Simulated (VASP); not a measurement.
# Rh (R-3m) in VASP: a series of runs

Runs on Rh. Level: PBE. Tasks: electric field gradients.

All numbers are computed with VASP 6.6.1; they aren't measurements. Logs are shortened: lines on timing, memory, paths and dates and some standing lists are left out, and cuts for length are marked.

## (1) The cell of the first run

It takes space group R-3m (No. 166, trigonal). The conventional cell has a = 3.676 Å, b = 3.676 Å, c = 9.004 Å, α = 90.00°, β = 90.00°, γ = 120.00°. Rh (site symmetry 3m) has 4 Rh at 2.19 to 2.48 Å within 2.9 Å.

## (2) Electric field gradients, PBE (shortest bond scaled by 1.1)

The input, INCAR:

```
SYSTEM = Rh
PREC     = Accurate       ! precision mode
ENCUT    = 520            ! plane-wave cutoff, eV
EDIFF    = 1E-8           ! SCF threshold, eV
ISMEAR   = -1             ! smearing method
SIGMA    = 0.05           ! smearing width, eV
LREAL    = .False.        ! projectors in reciprocal space
LASPH    = .True.         ! aspherical terms in the spheres
NELM     = 100            ! most SCF steps
ALGO     = Normal         ! electronic algorithm
ISIF     = 2              ! what is computed and relaxed
LWAVE    = .False.        ! write WAVECAR
LCHARG   = .False.        ! write CHGCAR
GGA      = PE             ! functional
LEFG     = .True.       
NBANDS   = 22             ! bands
```

The input, KPOINTS:

```
Automatic mesh
0
Gamma
  10 10 10
  0 0 0
```

The input, POSCAR:

```
Rh
1.0
    0.0000000000      2.5993341490      2.5993341490
    2.5993341490      0.0000000000      2.5993341490
    2.5993341490      2.5993341490      0.0000000000
Rh
2
Direct
   -0.0875000000     -0.1375000000     -0.1375000000
    0.0875000000      0.1375000000      0.1375000000
```

Potentials or basis: VASP PAW PBE potentials, release 64 (Rh_pv).

Command:

```
$ cat potpaw_PBE.64/Rh_pv/POTCAR > POTCAR
$ mpirun -np 1 vasp_std > vasp.out
```

OUTCAR:

```text
SYSTEM = Rh
   PREC = Accurate
   ENCUT = 520
   EDIFF = 1E-8
   ISMEAR = -1
   LREAL = .False.
   LASPH = .True.
   NELM = 100
   ISIF = 2
   GGA = PE

 ion  position               nearest neighbor table
   1  0.913  0.862  0.862-   2 2.19   2 2.19   2 2.19   2 2.48
   2  0.087  0.138  0.138-   1 2.19   1 2.19   1 2.19   1 2.48

  LATTYP: Found a face centered cubic cell.
 ALAT       =     5.1986682980

  Lattice vectors:

 A1 = (   0.0000000000,   2.5993341490,   2.5993341490)
 A2 = (   2.5993341490,   0.0000000000,   2.5993341490)
 A3 = (   2.5993341490,   2.5993341490,   0.0000000000)

Analysis of symmetry for initial positions (statically):
=====================================================================
 Subroutine PRICEL returns:
 Original cell was already a primitive cell.

 Routine SETGRP: Setting up the symmetry group for a
 face centered cubic supercell.

 Subroutine GETGRP returns: Found 12 space group operations
 (whereof  4 operations were pure point group operations)
 out of a pool of 48 trial point group operations.

The static configuration has the point symmetry C_2h.
 The point group associated with its full space group is D_3d.

Analysis of symmetry for dynamics (positions and initial velocities):
=====================================================================
 Subroutine PRICEL returns:
 Original cell was already a primitive cell.

 Routine SETGRP: Setting up the symmetry group for a
 face centered cubic supercell.

 Subroutine GETGRP returns: Found 12 space group operations
 (whereof  4 operations were pure point group operations)
 out of a pool of 48 trial point group operations.

The dynamic configuration has the point symmetry C_2h.
 The point group associated with its full space group is D_3d.

 Subroutine INISYM returns: Found 12 space group operations
 (whereof  4 operations are pure point group operations),
 and found     1 'primitive' translations

----------------------------------------------------------------------------------------

                                     Primitive cell

  volume of cell :      35.1250

  direct lattice vectors                    reciprocal lattice vectors
     0.000000000  2.599334149  2.599334149    -0.192356954  0.192356954  0.192356954
     2.599334149  0.000000000  2.599334149     0.192356954 -0.192356954  0.192356954
     2.599334149  2.599334149  0.000000000     0.192356954  0.192356954 -0.192356954

  length of vectors
     3.676013607  3.676013607  3.676013607     0.333172018  0.333172018  0.333172018

  position of ions in fractional coordinates (direct lattice)
     0.912500000  0.862500000  0.862500000
     0.087500000  0.137500000  0.137500000

  ion indices of the primitive-cell ions
   primitive index   ion index
                 1           1
                 2           2

----------------------------------------------------------------------------------------

 KPOINTS: Automatic mesh

Automatic generation of k-mesh.
 Grid dimensions read from file:
 generate k-points for:   10   10   10

 Generating k-lattice:

  Cartesian coordinates                     Fractional coordinates (reciprocal lattice)
    -0.019235695  0.019235695  0.019235695     0.100000000  0.000000000  0.000000000
     0.019235695 -0.019235695  0.019235695     0.000000000  0.100000000  0.000000000
     0.019235695  0.019235695 -0.019235695     0.000000000  0.000000000  0.100000000

  Length of vectors
     0.033317202  0.033317202  0.033317202

  Shift w.r.t. Gamma in fractional coordinates (k-lattice)
     0.000000000  0.000000000  0.000000000

 Subroutine IBZKPT returns following result:
 ===========================================

 Found    116 irreducible k-points:

 Following reciprocal coordinates:
            Coordinates               Weight
  0.000000  0.000000  0.000000      1.000000
  0.100000  0.000000  0.000000      2.000000
  0.000000  0.100000  0.000000      6.000000
  0.200000  0.000000  0.000000      2.000000
  0.000000  0.200000  0.000000      6.000000
  0.300000  0.000000  0.000000      2.000000
[... 16 lines left out ...]
  0.000000  0.500000  0.100000     12.000000
  0.100000  0.000000  0.500000      6.000000
 [... further k-points ...]
   k-points           NKPTS =    116   k-points in BZ     NKDIM =    116   number of bands    NBANDS=     22
   number of dos      NEDOS =    301   number of ions     NIONS =      2
   total plane-waves  NPLWV =  21952
   dimension x,y,z NGX =    28 NGY =   28 NGZ =   28
   dimension x,y,z NGXF=    56 NGYF=   56 NGZF=   56
   ions per type =               2
   NGX,Y,Z   is equivalent  to a cutoff of  12.66, 12.66, 12.66 a.u.
   NGXF,Y,Z  is equivalent  to a cutoff of  25.33, 25.33, 25.33 a.u.
 SYSTEM =  Rh
   PREC   = accura    normal or accurate (medium, high low for compatibility)
   ISTART =      0    job   : 0-new  1-cont  2-samecut
   ICHARG =      2    charge: 1-file 2-atom 10-const
   ISPIN  =      1    spin polarized calculation?
   LNONCOLLINEAR =      F non collinear calculations
   LSORBIT =      F    spin-orbit coupling
   LASPH  =      T    aspherical Exc in radial PAW
   ENCUT  =  520.0 eV  38.22 Ry    6.18 a.u.   6.83  6.83  6.83*2*pi/ulx,y,z
   NELM   =    100;   NELMIN=  2; NELMDL= -5     # of ELM steps
   EDIFF  = 0.1E-07   stopping-criterion for ELM
   LREAL  =      F    real-space projection
   EDIFFG = 0.1E-06   stopping-criterion for IOM
   NSW    =      0    number of steps for IOM
   IBRION =     -1    ionic relax: 0-MD 1-quasi-New 2-CG
   NFREE  =      0    steps in history (QN), initial steepest desc. (CG)
   ISIF   =      2    stress and relaxation
   ISYM   =      2    0-nonsym 1-usesym 2-fastsym
   POTIM  = 0.5000    time-step for ionic-motion
   TEBEG  =    0.0;   TEEND  =   0.0 temperature during run
   PSTRESS=    0.0 pullay stress
   NELECT =      30.0000    total number of electrons
   NUPDOWN=      -1.0000    fix difference up-down
   EMIN   =  10.00;   EMAX   =-10.00  energy-range for DOS
   EFERMI =   0.00;   METHOD = LEGACY
   ISMEAR =    -1;   SIGMA  =   0.05  broadening in eV -4-tet -1-fermi 0-gaus
   EFERMI_NEDOS =   21; number of points for ismear=-14 and -15
   IALGO  =     38    algorithm
   IMIX   =      4    mixing-type and parameters
     AMIX     =   0.40;   BMIX     =  1.00
     AMIX_MAG =   1.60;   BMIX_MAG =  1.00
  volume/ion in A,a.u.               =      17.56       118.52
  Fermi-wavevector in a.u.,A,eV,Ry     =   1.553256  2.935229 32.825488  2.412605
  Thomas-Fermi vector in A             =   2.657513
   LORBIT       =      0    0 simple, 1 ext, 2 COOP (PROOUT), +10 PAW based schemes
   GGA     = PE    functional components
   LHFCALC =     F    Hartree Fock is set to
   AEXX    =    0.0000 exact exchange contribution
   IVDW    =     0    specifies the selected vdW correction
   LEPSILON=     F    determine dielectric tensor
   LRPA    =     F    only Hartree local field effects (RPA)
 non-spin polarized calculation
  energy-cutoff  :      520.00
  volume of cell :       35.12
 maximum number of plane-waves:       960
   NGX = 13   NGY = 13   NGZ = 13

 number of electron      30.0000002 magnetization

 Free energy of the ion-electron system (eV)
  ---------------------------------------------------
  ext. energy  EPLUGINS =         0.00000000
  ---------------------------------------------------
  free energy    TOTEN  =       -11.21362189 eV

  energy without entropy =      -11.19178587  energy(sigma->0) =      -11.20270388

 E-fermi :   8.8481     XC(G=0): -12.1238

 val. band max:        8.8345124018   @ k =   0.5000   0.3000   0.0000
 cond. band min:       8.8708946763   @ k =   0.3000   0.2000  -0.2000
 fundamental gap:      0.0363822745
 Fermi energy:         8.8481205150

 k-point     1 :       0.0000    0.0000    0.0000
  band No.  band energies     occupation
      1     -39.4467      2.00000
      2     -39.4467      2.00000
      3     -38.4820      2.00000
      4     -38.2797      2.00000
      5     -37.9627      2.00000
      6     -37.9627      2.00000
[... 14 lines left out ...]
     21      21.9001      0.00000
     22      23.3133      0.00000
[... 552 lines left out ...]
  band No.  band energies     occupation
      1     -39.5892      2.00000
      2     -39.2386      2.00000
      3     -38.7549      2.00000
      4     -38.1718      2.00000
      5     -38.0139      2.00000
      6     -37.8003      2.00000
[... 14 lines left out ...]
     21      19.4285      0.00000
     22      24.1729      0.00000

 [... further k-points ...]

------------------------ aborting loop because EDIFF is reached ----------------------------------------

  FORCE on cell =-STRESS in cart. coord.  units (eV):
  Direction    XX          YY          ZZ          XY          YZ          ZX
  --------------------------------------------------------------------------------------
  -------------------------------------------------------------------------------------
  Total        8.8734022      8.8734022      8.8734022      3.5085891     -3.5085891      3.5085891
  in kB      404.7477253    404.7477253    404.7477253    160.0393427   -160.0393427    160.0393427
  external PRESSURE =     404.7477253 kB  Pullay stress =       0.0000000 kB

 VOLUME and BASIS-vectors are now :
 -----------------------------------------------------------------------------
  energy-cutoff  :      520.00
  volume of cell :       35.12
      direct lattice vectors                 reciprocal lattice vectors
     0.000000000  2.599334149  2.599334149    -0.192356954  0.192356954  0.192356954
     2.599334149  0.000000000  2.599334149     0.192356954 -0.192356954  0.192356954
     2.599334149  2.599334149  0.000000000     0.192356954  0.192356954 -0.192356954

 POSITION                                       TOTAL-FORCE (eV/Angst)
 -----------------------------------------------------------------------------------
      4.48385      4.61382      4.61382         2.320909     -2.320909     -2.320909
      0.71482      0.58485      0.58485        -2.320909      2.320909      2.320909
 -----------------------------------------------------------------------------------
    total drift:                               -0.000000     -0.000000     -0.000000

  FREE ENERGIE OF THE ION-ELECTRON SYSTEM (eV)
  ---------------------------------------------------
  free  energy   TOTEN  =       -11.2136218865 eV

  energy  without entropy=      -11.1917858714  energy(sigma->0) =      -11.20270388

 Electric field gradients (V/A^2)
---------------------------------------------------------------------
 ion       V_xx      V_yy      V_zz      V_xy      V_xz      V_yz
---------------------------------------------------------------------
   1       0.000    -0.000    -0.000    15.046    15.046   -15.043
   2       0.000    -0.000    -0.000    15.046    15.046   -15.043
---------------------------------------------------------------------

 Electric field gradients after diagonalization (V/A^2)
 (convention: |V_zz| > |V_xx| > |V_yy|)
----------------------------------------------------------------------
 ion       V_xx      V_yy      V_zz     asymmetry (V_yy - V_xx)/ V_zz
----------------------------------------------------------------------
   1      15.047    15.043   -30.090       0.000
   2      15.047    15.043   -30.090       0.000
----------------------------------------------------------------------

           NMR quadrupolar parameters

 Cq : quadrupolar parameter    Cq=e*Q*V_zz/h
 eta: asymmetry parameters     (V_yy - V_xx)/ V_zz
 Q  : nuclear electric quadrupole moment in mb (millibarn)
----------------------------------------------------------------------
 ion       Cq(MHz)       eta       Q (mb)
----------------------------------------------------------------------
   1      -0.073       0.000       1.000
   2      -0.073       0.000       1.000
----------------------------------------------------------------------
```

Run time: 90 s. Hardware: 1 thread of Intel Xeon 6975P-C, shared host; peak memory 0.2 GiB.

Results:

```
Free energy            : -11.2136 eV
Pressure               : 40.5 GPa
Largest force          : 4.020 eV/Å
Band gap on the k mesh : zero (band 15 reaches 9.27 eV, above the bottom of band 16 at 7.89 eV)
```

Forces on the atoms (eV/Å):
```
Rh   2.321 -2.321 -2.321
Rh  -2.321  2.321  2.321
```

Stress tensor (GPa, compression positive):
```
 40.47  16.00  16.00
 16.00  40.47 -16.00
 16.00 -16.00  40.47
```

Electric field gradients, principal values (V/Å²):
```csv
atom,least,middle,greatest (by size)
1 Rh,15.043,15.047,-30.090
2 Rh,15.043,15.047,-30.090
```

Caveat: the cell differs from its parent crystal (shortest bond scaled by 1.1); without QUAD_EFG the Cq values of the log hold for a quadrupole moment of 1 mb, not for the nuclei; forces of over 1 eV/Å act on the atoms, so gaps and moduli don't describe the material at rest.

## (3) Electric field gradients, PBE (shortest bond scaled by 0.88)

The input, INCAR:

```
PREC     = Accurate       # precision mode
ENCUT    = 520            # plane-wave cutoff, eV
EDIFF    = 1E-8           # SCF threshold, eV
ISMEAR   = -1             # smearing method
SIGMA    = 0.05           # smearing width, eV
LREAL    = False          # projectors in reciprocal space
LASPH    = True           # aspherical terms in the spheres
NELM     = 80             # most SCF steps
ALGO     = Normal         # electronic algorithm
ISIF     = 2              # what is computed and relaxed
LWAVE    = False          # write WAVECAR
LCHARG   = False          # write CHGCAR
GGA      = PE             # functional
LEFG     = True         
NBANDS   = 22             # bands
```

The input, KPOINTS:

```
regular mesh
0
Gamma
  10 10 10
```

The input, POSCAR:

```
Rh
1.0
    0.0000000000      2.5993341490      2.5993341490
    2.5993341490      0.0000000000      2.5993341490
    2.5993341490      2.5993341490      0.0000000000
Rh
2
Direct
   -0.1700000000     -0.1100000000     -0.1100000000
    0.1700000000      0.1100000000      0.1100000000
```

Potentials or basis: VASP PAW PBE potentials, release 64 (Rh_pv).

Command:

```
$ cat potpaw_PBE.64/Rh_pv/POTCAR > POTCAR
$ mpirun -np 1 vasp_std > vasp.out
```

OUTCAR:

```text
PREC = Accurate
   ENCUT = 520
   EDIFF = 1E-8
   ISMEAR = -1
   LREAL = False
   LASPH = True
   NELM = 80
   ISIF = 2
   GGA = PE

 ion  position               nearest neighbor table
   1  0.830  0.890  0.890-   2 1.98   2 2.35   2 2.35   2 2.35
   2  0.170  0.110  0.110-   1 1.98   1 2.35   1 2.35   1 2.35

  LATTYP: Found a face centered cubic cell.
 ALAT       =     5.1986682980

  Lattice vectors:

 A1 = (   0.0000000000,   2.5993341490,   2.5993341490)
 A2 = (   2.5993341490,   0.0000000000,   2.5993341490)
 A3 = (   2.5993341490,   2.5993341490,   0.0000000000)

Analysis of symmetry for initial positions (statically):
=====================================================================
 Subroutine PRICEL returns:
 Original cell was already a primitive cell.

 Routine SETGRP: Setting up the symmetry group for a
 face centered cubic supercell.

 Subroutine GETGRP returns: Found 12 space group operations
 (whereof  4 operations were pure point group operations)
 out of a pool of 48 trial point group operations.

The static configuration has the point symmetry C_2h.
 The point group associated with its full space group is D_3d.

Analysis of symmetry for dynamics (positions and initial velocities):
=====================================================================
 Subroutine PRICEL returns:
 Original cell was already a primitive cell.

 Routine SETGRP: Setting up the symmetry group for a
 face centered cubic supercell.

 Subroutine GETGRP returns: Found 12 space group operations
 (whereof  4 operations were pure point group operations)
 out of a pool of 48 trial point group operations.

The dynamic configuration has the point symmetry C_2h.
[... 156 lines left out ...]
      1     -40.6221      2.00000
      2     -38.5842      2.00000
      3     -38.5842      2.00000
      4     -38.2879      2.00000
      5     -38.2879      2.00000
      6     -37.7245      2.00000
[... 589 lines left out ...]
     21      20.5128      0.00000
     22      23.4123      0.00000

 [... further k-points ...]

------------------------ aborting loop because EDIFF is reached ----------------------------------------

  FORCE on cell =-STRESS in cart. coord.  units (eV):
  Direction    XX          YY          ZZ          XY          YZ          ZX
  --------------------------------------------------------------------------------------
  -------------------------------------------------------------------------------------
  Total       10.3768695     10.3768695     10.3768695     -6.8618897      6.8618897     -6.8618897
  in kB      473.3262675    473.3262675    473.3262675   -312.9954175    312.9954175   -312.9954175
  external PRESSURE =     473.3262675 kB  Pullay stress =       0.0000000 kB

 VOLUME and BASIS-vectors are now :
 -----------------------------------------------------------------------------
  energy-cutoff  :      520.00
  volume of cell :       35.12
      direct lattice vectors                 reciprocal lattice vectors
     0.000000000  2.599334149  2.599334149    -0.192356954  0.192356954  0.192356954
     2.599334149  0.000000000  2.599334149     0.192356954 -0.192356954  0.192356954
     2.599334149  2.599334149  0.000000000     0.192356954  0.192356954 -0.192356954

 POSITION                                       TOTAL-FORCE (eV/Angst)
 -----------------------------------------------------------------------------------
      4.62681      4.47085      4.47085        -5.292282      5.292282      5.292282
      0.57185      0.72781      0.72781         5.292282     -5.292282     -5.292282
 -----------------------------------------------------------------------------------
    total drift:                                0.000000      0.000000     -0.000000

  FREE ENERGIE OF THE ION-ELECTRON SYSTEM (eV)
  ---------------------------------------------------
  free  energy   TOTEN  =       -10.6686027233 eV

  energy  without entropy=      -10.6491608743  energy(sigma->0) =      -10.65888180

 Electric field gradients (V/A^2)
---------------------------------------------------------------------
 ion       V_xx      V_yy      V_zz      V_xy      V_xz      V_yz
---------------------------------------------------------------------
   1      -0.000     0.000     0.000   -70.807   -70.807    70.809
   2      -0.000     0.000     0.000   -70.807   -70.807    70.809
---------------------------------------------------------------------

 Electric field gradients after diagonalization (V/A^2)
 (convention: |V_zz| > |V_xx| > |V_yy|)
----------------------------------------------------------------------
 ion       V_xx      V_yy      V_zz     asymmetry (V_yy - V_xx)/ V_zz
----------------------------------------------------------------------
   1     -70.809   -70.806   141.615       0.000
   2     -70.809   -70.806   141.615       0.000
----------------------------------------------------------------------

           NMR quadrupolar parameters

 Cq : quadrupolar parameter    Cq=e*Q*V_zz/h
 eta: asymmetry parameters     (V_yy - V_xx)/ V_zz
 Q  : nuclear electric quadrupole moment in mb (millibarn)
----------------------------------------------------------------------
 ion       Cq(MHz)       eta       Q (mb)
----------------------------------------------------------------------
   1       0.342       0.000       1.000
   2       0.342       0.000       1.000
----------------------------------------------------------------------
```

It took 85 s on 1 thread of Intel Xeon 6975P-C, shared host; peak memory 0.2 GiB.

What came out:

```yaml
Free_energy: -10.6686 eV
Pressure: 47.3 GPa
Largest_force: 9.167 eV/Å
Band_gap_on_the_k_mesh: zero (band 15 reaches 9.80 eV, above the bottom of band 16 at 8.09 eV)
```

Forces in eV/Å, atoms in the order of the input:
```
Rh  -5.292  5.292  5.292
Rh   5.292 -5.292 -5.292
```

Electric field gradients, principal values (V/Å²):
```csv
atom,least,middle,greatest (by size)
1 Rh,-70.806,-70.809,141.615
2 Rh,-70.806,-70.809,141.615
```

Caveat: the cell differs from its parent crystal (shortest bond scaled by 0.88); without QUAD_EFG the Cq values of the log hold for a quadrupole moment of 1 mb, not for the nuclei; forces of over 1 eV/Å act on the atoms, so gaps and moduli don't describe the material at rest.

(Part 1 of 2 ends here.)
